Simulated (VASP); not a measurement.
The system is Ge.

```
Ge
1.0
     0.00000    2.88598    2.88598
     2.88598    0.00000    2.88598
     2.88598    2.88598    0.00000
Ge
2
Cartesian
  2.8860 2.8860 2.8860
  4.3290 4.3290 4.3290
```

Program: VASP 6.6.1. Alike in all runs: task single point; level PBE; potentials or basis VASP PAW PBE potentials, release 64 (Ge_d); cell as given; cutoff (eV) 520; smearing fermi-dirac 0.05 eV. Hardware: 1 thread of Intel(R) Xeon(R) Platinum 8259CL CPU @ 2.50GHz (Skylake/Cascade Lake), on a shared host.

Q: Order these runs on this cell by their wall time, lowest first.
A. spin off; k mesh 5 × 5 × 5
B. spin off; k mesh 9 × 9 × 9
C. spin non-collinear, zero start, SOC; k mesh 7 × 7 × 7

A: A (11 s), B (30 s), C (84 s).

Caveats: some runs use coarse meshes.
